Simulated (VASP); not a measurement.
# Re (P6_3/mmc) in VASP: a series of runs

The runs below take Re through single point, relaxation of cell and atoms, with PBEsol+D3(BJ), PBE, PBEsol+D4.

Everything below comes from runs of VASP 6.6.1. Logs are shortened: lines on timing, memory, paths and dates and some standing lists are left out, and cuts for length are marked.

**1. The cell of the first run**

The structure is hexagonal, space group P6_3/mmc (No. 194). The conventional cell has a = 2.732 Å, b = 2.732 Å, c = 4.414 Å, α = 90.00°, β = 90.00°, γ = 120.00°. Within 3.6 Å of Re (site symmetry -6m2) lie 12 Re at 2.71 to 2.73 Å.

**2. Single point, PBEsol+D3(BJ)**

INCAR

```
PREC = Accurate ; ENCUT = 520
EDIFF = 1E-6 ; ISMEAR = -1
SIGMA = 0.05 ; LREAL = F
LASPH = T ; NELM = 60
ALGO = Normal ; ISIF = 2
LWAVE = F ; LCHARG = F
GGA = PS ; IVDW = 12
NBANDS = 14
```

KPOINTS

```
Automatic mesh
0
Gamma
  11 11 6
```

POSCAR

```
Re
1.0
    2.7322414030      0.0000000000      0.0000000000
   -1.3661207015      2.3661904643      0.0000000000
    0.0000000000      0.0000000000      4.4141859780
Re
2
Direct
    0.6666666667      0.3333333333      0.7500000000
    0.3333333333      0.6666666667      0.2500000000
```

Potentials or basis: VASP PAW PBE potentials, release 64 (Re).

Run with:

```sh
> cat potpaw_PBE.64/Re/POTCAR > POTCAR
> mpirun -np 1 vasp_std > vasp.out
```

OUTCAR:

```text
PREC = Accurate
   ENCUT = 520
   EDIFF = 1E-6
   ISMEAR = -1
   LREAL = F
   LASPH = T
   NELM = 60
   ISIF = 2
   GGA = PS
   IVDW = 12
 IVDW          = 12

 ion  position               nearest neighbor table
   1  0.667  0.333  0.750-   2 2.71   2 2.71   2 2.71   2 2.71   2 2.71   2 2.71
   2  0.333  0.667  0.250-   1 2.71   1 2.71   1 2.71   1 2.71   1 2.71   1 2.71

  LATTYP: Found a hexagonal cell.
 ALAT       =     2.7322414030
 C/A-ratio  =     1.6155914968

  Lattice vectors:

 A1 = (   2.7322414030,   0.0000000000,   0.0000000000)
 A2 = (  -1.3661207015,   2.3661904643,   0.0000000000)
 A3 = (   0.0000000000,   0.0000000000,   4.4141859780)

Analysis of symmetry for initial positions (statically):
=====================================================================
 Subroutine PRICEL returns:
 Original cell was already a primitive cell.

 Routine SETGRP: Setting up the symmetry group for a
 hexagonal supercell.

 Subroutine GETGRP returns: Found 24 space group operations
 (whereof 12 operations were pure point group operations)
 out of a pool of 24 trial point group operations.

The static configuration has the point symmetry D_3d.
 The point group associated with its full space group is D_6h.

Analysis of symmetry for dynamics (positions and initial velocities):
=====================================================================
 Subroutine PRICEL returns:
 Original cell was already a primitive cell.

 Routine SETGRP: Setting up the symmetry group for a
 hexagonal supercell.

 Subroutine GETGRP returns: Found 24 space group operations
 (whereof 12 operations were pure point group operations)
 out of a pool of 24 trial point group operations.

The dynamic configuration has the point symmetry D_3d.
 The point group associated with its full space group is D_6h.

 Subroutine INISYM returns: Found 24 space group operations
 (whereof 12 operations are pure point group operations),
 and found     1 'primitive' translations

----------------------------------------------------------------------------------------

                                     Primitive cell

  volume of cell :      28.5377

  direct lattice vectors                    reciprocal lattice vectors
     2.732241403  0.000000000  0.000000000     0.365999871  0.211310124  0.000000000
    -1.366120702  2.366190464  0.000000000     0.000000000  0.422620248  0.000000000
     0.000000000  0.000000000  4.414185978     0.000000000  0.000000000  0.226542335

  length of vectors
     2.732241403  2.732241403  4.414185978     0.422620248  0.422620248  0.226542335

  position of ions in fractional coordinates (direct lattice)
     0.666666667  0.333333333  0.750000000
     0.333333333  0.666666667  0.250000000

  ion indices of the primitive-cell ions
   primitive index   ion index
                 1           1
                 2           2

----------------------------------------------------------------------------------------

 KPOINTS: Automatic mesh

Automatic generation of k-mesh.
 Grid dimensions read from file:
 generate k-points for:   11   11    6

 Generating k-lattice:

  Cartesian coordinates                     Fractional coordinates (reciprocal lattice)
     0.033272716  0.019210011  0.000000000     0.090909091  0.000000000  0.000000000
     0.000000000  0.038420023  0.000000000     0.000000000  0.090909091  0.000000000
     0.000000000  0.000000000  0.037757056     0.000000000  0.000000000  0.166666667

  Length of vectors
     0.038420023  0.038420023  0.037757056

  Shift w.r.t. Gamma in fractional coordinates (k-lattice)
     0.000000000  0.000000000  0.000000000

 Subroutine IBZKPT returns following result:
 ===========================================

 Found     64 irreducible k-points:

 Following reciprocal coordinates:
            Coordinates               Weight
  0.000000  0.000000  0.000000      1.000000
  0.090909  0.000000  0.000000      6.000000
  0.181818  0.000000  0.000000      6.000000
  0.272727  0.000000  0.000000      6.000000
  0.363636 -0.000000  0.000000      6.000000
  0.454545 -0.000000  0.000000      6.000000
[... 16 lines left out ...]
  0.090909  0.090909  0.166667     12.000000
  0.181818  0.090909  0.166667     24.000000
 [... further k-points ...]
   k-points           NKPTS =     64   k-points in BZ     NKDIM =     64   number of bands    NBANDS=     14
   number of dos      NEDOS =    301   number of ions     NIONS =      2
   total plane-waves  NPLWV =  14400
   dimension x,y,z NGX =    20 NGY =   20 NGZ =   36
   dimension x,y,z NGXF=    40 NGYF=   40 NGZF=   72
   ions per type =               2
   NGX,Y,Z   is equivalent  to a cutoff of  12.17, 12.17, 13.56 a.u.
   NGXF,Y,Z  is equivalent  to a cutoff of  24.34, 24.34, 27.12 a.u.
 SYSTEM =  unknown system
   PREC   = accura    normal or accurate (medium, high low for compatibility)
   ISTART =      0    job   : 0-new  1-cont  2-samecut
   ICHARG =      2    charge: 1-file 2-atom 10-const
   ISPIN  =      1    spin polarized calculation?
   LNONCOLLINEAR =      F non collinear calculations
   LSORBIT =      F    spin-orbit coupling
   LASPH  =      T    aspherical Exc in radial PAW
   ENCUT  =  520.0 eV  38.22 Ry    6.18 a.u.   5.08  5.08  8.21*2*pi/ulx,y,z
   NELM   =     60;   NELMIN=  2; NELMDL= -5     # of ELM steps
   EDIFF  = 0.1E-05   stopping-criterion for ELM
   LREAL  =      F    real-space projection
   EDIFFG = 0.1E-04   stopping-criterion for IOM
   NSW    =      0    number of steps for IOM
   IBRION =     -1    ionic relax: 0-MD 1-quasi-New 2-CG
   NFREE  =      0    steps in history (QN), initial steepest desc. (CG)
   ISIF   =      2    stress and relaxation
   ISYM   =      2    0-nonsym 1-usesym 2-fastsym
   POTIM  = 0.5000    time-step for ionic-motion
   TEBEG  =    0.0;   TEEND  =   0.0 temperature during run
   PSTRESS=    0.0 pullay stress
   NELECT =      14.0000    total number of electrons
   NUPDOWN=      -1.0000    fix difference up-down
   EMIN   =  10.00;   EMAX   =-10.00  energy-range for DOS
   EFERMI =   0.00;   METHOD = LEGACY
   ISMEAR =    -1;   SIGMA  =   0.05  broadening in eV -4-tet -1-fermi 0-gaus
   EFERMI_NEDOS =   21; number of points for ismear=-14 and -15
   IALGO  =     38    algorithm
   IMIX   =      4    mixing-type and parameters
     AMIX     =   0.40;   BMIX     =  1.00
     AMIX_MAG =   1.60;   BMIX_MAG =  1.00
  volume/ion in A,a.u.               =      14.27        96.29
  Fermi-wavevector in a.u.,A,eV,Ry     =   1.291153  2.439925 22.681947  1.667076
  Thomas-Fermi vector in A             =   2.422941
   LORBIT       =      0    0 simple, 1 ext, 2 COOP (PROOUT), +10 PAW based schemes
   GGA     = PS    functional components
   LHFCALC =     F    Hartree Fock is set to
   AEXX    =    0.0000 exact exchange contribution
   IVDW    =    12    specifies the selected vdW correction
   LEPSILON=     F    determine dielectric tensor
   LRPA    =     F    only Hartree local field effects (RPA)
 non-spin polarized calculation
  energy-cutoff  :      520.00
  volume of cell :       28.54
 maximum number of plane-waves:       784
   NGX = 11   NGY = 11   NGZ = 17

 number of electron      14.0000000 magnetization

 Free energy of the ion-electron system (eV)
  ---------------------------------------------------
  ext. energy  EPLUGINS =         0.00000000
  ---------------------------------------------------
  free energy    TOTEN  =       -26.72508359 eV

  energy without entropy =      -26.71230330  energy(sigma->0) =      -26.71869344

 E-fermi :   8.1127     XC(G=0): -13.9878

 val. band max:        8.0812540685   @ k =   0.1818   0.0000   0.1667
 cond. band min:       8.1630146568   @ k =   0.1818   0.0909   0.0000
 fundamental gap:      0.0817605883
 Fermi energy:         8.1127370899

 k-point     1 :       0.0000    0.0000    0.0000
  band No.  band energies     occupation
      1      -2.0096      2.00000
      2       1.2293      2.00000
      3       6.4324      2.00000
      4       6.4327      2.00000
      5       6.4327      2.00000
      6       7.3138      2.00000
      7       7.3138      2.00000
      8       8.2933      0.05264
      9       8.2933      0.05264
     10       8.7786      0.00000
     11      11.6165      0.00000
     12      11.6165      0.00000
     13      18.5105      0.00000
     14      22.3151      0.00000

 k-point     2 :       0.0909    0.0000    0.0000
  band No.  band energies     occupation
      1      -1.6610      2.00000
      2       1.5546      2.00000
      3       5.7692      2.00000
      4       6.7563      2.00000
      5       6.9465      2.00000
      6       7.1166      2.00000
      7       7.4614      2.00000
      8       7.6200      1.99989
      9       8.0275      1.69230
     10       8.2534      0.11326
     11      11.7971      0.00000
     12      12.9877      0.00000
     13      18.4949      0.00000
     14      23.0904      0.00000

 k-point     3 :       0.1818    0.0000    0.0000
  band No.  band energies     occupation
      1      -0.7029      2.00000
      2       2.3198      2.00000
      3       5.0755      2.00000
      4       5.7462      2.00000
      5       6.4791      2.00000
      6       7.4395      2.00000
      7       7.6959      1.99952
      8       7.8056      1.99571
      9       7.8313      1.99284
     10       8.5016      0.00084
     11      12.1492      0.00000
     12      15.2719      0.00000
     13      18.2815      0.00000
     14      24.6988      0.00000
[... 324 lines left out ...]
 k-point    23 :       0.0909    0.0909    0.1667
  band No.  band energies     occupation
      1      -0.6971      2.00000
      2       2.1910      2.00000
      3       5.2485      2.00000
      4       5.5104      2.00000
      5       6.4460      2.00000
      6       6.9926      2.00000
      7       7.2293      2.00000
      8       7.8200      1.99428
      9       8.5984      0.00012
     10       8.6365      0.00006
     11      11.9047      0.00000
     12      13.7599      0.00000
     13      19.7770      0.00000
     14      23.8238      0.00000

 k-point    24 :       0.1818    0.0909    0.1667
  band No.  band energies     occupation
      1       0.3823      2.00000
      2       2.9980      2.00000
      3       4.3953      2.00000
      4       4.7374      2.00000
      5       6.0523      2.00000
      6       6.7802      2.00000
      7       7.4236      2.00000
      8       8.4004      0.00632
      9       9.1503      0.00000
     10       9.5633      0.00000
     11      12.0483      0.00000
     12      15.2270      0.00000
     13      19.6519      0.00000
     14      24.4700      0.00000

 [... further k-points ...]

------------------------ aborting loop because EDIFF is reached ----------------------------------------

 Edisp (eV)   -1.41550

 E8    (eV) :    -1.0259

  FORCE on cell =-STRESS in cart. coord.  units (eV):
  Direction    XX          YY          ZZ          XY          YZ          ZX
  --------------------------------------------------------------------------------------
  -------------------------------------------------------------------------------------
  Total       0.05351     0.05351     0.02828     0.00000    -0.00000     0.00000
  in kB       3.00404     3.00404     1.58755     0.00000    -0.00000     0.00000
  external pressure =        2.53 kB  Pullay stress =        0.00 kB

 VOLUME and BASIS-vectors are now :
 -----------------------------------------------------------------------------
  energy-cutoff  :      520.00
  volume of cell :       28.54
      direct lattice vectors                 reciprocal lattice vectors
     2.732241403  0.000000000  0.000000000     0.365999871  0.211310124  0.000000000
    -1.366120702  2.366190464  0.000000000     0.000000000  0.422620248  0.000000000
     0.000000000  0.000000000  4.414185978     0.000000000  0.000000000  0.226542335

 POSITION                                       TOTAL-FORCE (eV/Angst)
 -----------------------------------------------------------------------------------
      1.36612      0.78873      3.31064         0.000000     -0.000000      0.000000
     -0.00000      1.57746      1.10355        -0.000000      0.000000      0.000000
 -----------------------------------------------------------------------------------
    total drift:                               -0.000000      0.000000     -0.000000

  FREE ENERGIE OF THE ION-ELECTRON SYSTEM (eV)
  ---------------------------------------------------
  free  energy   TOTEN  =       -28.1405833929 eV

  energy  without entropy=      -28.1278031085  energy(sigma->0) =      -28.13419325
```

Run time: 11 s. Hardware: 1 thread of Intel Xeon 6975P-C (Granite Rapids), shared host; peak memory 0.16 GiB.

Results:

* Free energy: -28.1406 eV
* Pressure: 0.3 GPa
* Band gap on the k mesh: zero (bands 7 and 8 overlap by 3.24 eV)
* Dispersion energy per atom: -0.708 eV

Levels at points of the mesh, in eV from the Fermi level:
```tsv
k point	band 5	band 6	band 7	band 8	band 9	band 10
(0.00, 0.00, 0.00)	-1.68	-0.80	-0.80	0.18	0.18	0.67
(0.00, 0.00, 0.50)	-1.81	-1.81	-1.81	-1.81	2.66	2.66
```

Caveat: the PAW data sets were made with another functional, which shifts forces and pressure a little; spin-orbit coupling is left out, which moves the levels of the heavy elements.

**3. Single point, PBE**

This run uses another cell than the first one, of 14.71 Å³/atom.

INCAR

```
PREC = Accurate
ENCUT = 520
EDIFF = 1E-6
ISMEAR = 0
SIGMA = 0.025
LREAL = False
LASPH = True
NELM = 80
ALGO = Fast
ISIF = 2
LWAVE = False
LCHARG = False
GGA = PE
NBANDS = 14
```

KPOINTS

```
regular mesh
0
Gamma
  11 11 6
```

POSCAR

```
Re
1.0
    2.7608000000      0.0000000000      0.0000000000
   -1.3804000000      2.3909229348      0.0000000000
    0.0000000000      0.0000000000      4.4582000000
Re
2
Direct
    0.6666666667      0.3333333333      0.7500000000
    0.3333333333      0.6666666667      0.2500000000
```

Potentials or basis: VASP PAW PBE potentials, release 64 (Re).

Run with:

```sh
> cat potpaw_PBE.64/Re/POTCAR > POTCAR
> mpirun -np 1 vasp_std > vasp.out
```

It took 13 s on 1 thread of Intel Xeon 6975P-C (Granite Rapids), shared host; peak memory 0.16 GiB.

Results (log left out):

* Free energy: -24.8403 eV
* Pressure: 5.5 GPa
* Band gap on the k mesh: zero (bands 7 and 8 overlap by 3.05 eV)

Stress tensor (GPa, compression positive):
```
5.79 0.00 0.00
0.00 5.79 0.00
0.00 0.00 4.83
```

Levels at points of the mesh, in eV from the Fermi level:
```
           k point  band 5  band 6  band 7  band 8  band 9  band 10
(0.00, 0.00, 0.00)   -1.60   -0.77   -0.77    0.16    0.16     0.59
(0.00, 0.00, 0.50)   -1.73   -1.73   -1.73   -1.73    2.52     2.52
```

Caveat: the cell stands under pressure; spin-orbit coupling is left out, which moves the levels of the heavy elements.

**4. Relaxation of cell and atoms, PBEsol+D3(BJ)**

This run uses another cell than the first one, of 14.71 Å³/atom.

INCAR

```
SYSTEM = Re
PREC = Accurate
ENCUT = 600
EDIFF = 1E-6
ISMEAR = -1
SIGMA = 0.05
LREAL = .FALSE.
LASPH = .TRUE.
NELM = 60
ALGO = Normal
ISIF = 3
LWAVE = .FALSE.
LCHARG = .FALSE.
GGA = PS
IVDW = 12
IBRION = 2
NSW = 60
EDIFFG = -0.01
```

KPOINTS

```
Automatic mesh
0
G
  11 11 6
  0 0 0
```

POSCAR is that of step 3.

Run with:

```sh
> cat potpaw_PBE.64/Re/POTCAR > POTCAR
> mpirun -np 1 vasp_std > vasp.out
```

Wall time 41 s (1 thread of Intel Xeon 6975P-C (Granite Rapids), shared host); peak memory 0.19 GiB.

The run converged. Its results:

```yaml
Free_energy: -28.1423 eV
Relaxed_volume: 14.28 Å³/atom
Relaxed_cell: a = 2.733 Å, b = 2.733 Å, c = 4.414 Å, α = 90.00°, β = 90.00°, γ = 120.00°
Space_group_after_relaxing_to_0.1_Å: P6_3/mmc (No. 194)
Energy_gained_by_relaxing: 16.2 meV/atom
Ionic_steps: 7
Pressure_after_relaxing: 0.0 GPa
Band_gap_on_the_k_mesh: zero (bands 7 and 8 overlap by 3.24 eV)
Dispersion_energy_per_atom: -0.707 eV
```

The path:
```tsv
step	energy change (eV)	largest force (eV/Å)	pressure (GPa)	volume (Å³)
1	0.0000	0.0000	-11.67	29.43
2	0.6600	0.0000	71.79	25.10
3	-0.0323	0.0000	-0.74	28.62
4	-0.0324	0.0000	-0.15	28.57
5	-0.0324	0.0000	0.07	28.56
6	-0.0324	0.0000	-0.23	28.58
7	-0.0324	0.0000	0.02	28.56
```

Final structure:
```
Re
1.0
     2.73338    0.00000    0.00000
    -1.36669    2.36717    0.00000
     0.00000    0.00000    4.41436
Re
2
Cartesian
  1.3667 0.7891 3.3108
  0.0000 1.5781 1.1036
```

Levels at points of the mesh, in eV from the Fermi level:
```tsv
k point	band 5	band 6	band 7	band 8	band 9	band 10
(0.00, 0.00, 0.00)	-1.67	-0.80	-0.80	0.18	0.18	0.67
(0.00, 0.00, 0.50)	-1.81	-1.81	-1.81	-1.81	2.66	2.66
```

Caveat: the PAW data sets were made with another functional, which shifts forces and pressure a little; spin-orbit coupling is left out, which moves the levels of the heavy elements.

**5. Single point, PBEsol+D4**

This run uses another cell than the first one, of 14.40 Å³/atom.

INCAR

```
SYSTEM = Re
ALGO = Normal
EDIFF = 1E-7
ENCUT = 520
GGA = PS
ISIF = 2
ISMEAR = -1
IVDW = 13
LASPH = .True.
LCHARG = .False.
LREAL = .False.
LWAVE = .False.
NBANDS = 14
NELM = 60
PREC = Accurate
SIGMA = 0.05
```

KPOINTS

```
k-points
0
Gamma
  11 11 6
  0 0 0
```

POSCAR

```
Re
1.0
    2.7406568258      0.0000000000      0.0000000000
   -1.3703284129      2.3734784342      0.0000000000
    0.0000000000      0.0000000000      4.4278642842
Re
2
Direct
    0.6666666667      0.3333333333      0.7500000000
    0.3333333333      0.6666666667      0.2500000000
```

Run with:

```sh
> cat potpaw_PBE.64/Re/POTCAR > POTCAR
> mpirun -np 1 vasp_std > vasp.out
```

Run time: 30 s. Hardware: 1 thread of Intel Xeon 8259CL, shared host; peak memory 0.15 GiB.

It converged, with:

```yaml
Free_energy: -27.5747 eV
Pressure: 0.1 GPa
Band_gap_on_the_k_mesh: zero (bands 7 and 8 overlap by 3.18 eV)
Dispersion_energy_per_atom: -0.420 eV
```

Stress tensor (GPa, compression positive):
```
 0.13  0.00  0.00
 0.00  0.13  0.00
 0.00  0.00 -0.04
```

Levels at points of the mesh, in eV from the Fermi level:
```tsv
k point	band 5	band 6	band 7	band 8	band 9	band 10
(0.00, 0.00, 0.00)	-1.65	-0.78	-0.78	0.18	0.18	0.65
(0.00, 0.00, 0.50)	-1.78	-1.78	-1.78	-1.78	2.62	2.62
```

Caveat: the PAW data sets were made with another functional, which shifts forces and pressure a little; spin-orbit coupling is left out, which moves the levels of the heavy elements.

**6. Overview**

```csv
task,level,cell,cutoff (eV),smearing,gap on the mesh (eV),pressure (GPa)
single point,PBEsol+D3(BJ),"a = 2.732, b = 2.732, c = 4.414 Å, angles 90.0, 90.0, 120.0°, 2 atoms",520,fermi-dirac 0.05 eV,none,0.3
single point,PBE,"a = 2.761, b = 2.761, c = 4.458 Å, angles 90.0, 90.0, 120.0°, 2 atoms",520,gaussian 0.025 eV,none,5.5
relaxation of cell and atoms,PBEsol+D3(BJ),"relaxed from a = 2.761, b = 2.761, c = 4.458 Å, angles 90.0, 90.0, 120.0°, 2 atoms",600,fermi-dirac 0.05 eV,none,0.0
single point,PBEsol+D4,"a = 2.741, b = 2.741, c = 4.428 Å, angles 90.0, 90.0, 120.0°, 2 atoms",520,fermi-dirac 0.05 eV,none,0.1
```

Alike in all rows: potentials or basis VASP PAW PBE potentials, release 64 (Re); no spin polarisation; k mesh 11 × 11 × 6.

Caveats: spin-orbit coupling is left out, which moves the levels of the heavy elements; the PAW data sets were made with another functional, which shifts forces and pressure a little (at least some runs); the cell stands under pressure (at least some runs).

Total energies depend on the potentials used, so only differences within one code and one set of settings carry meaning.
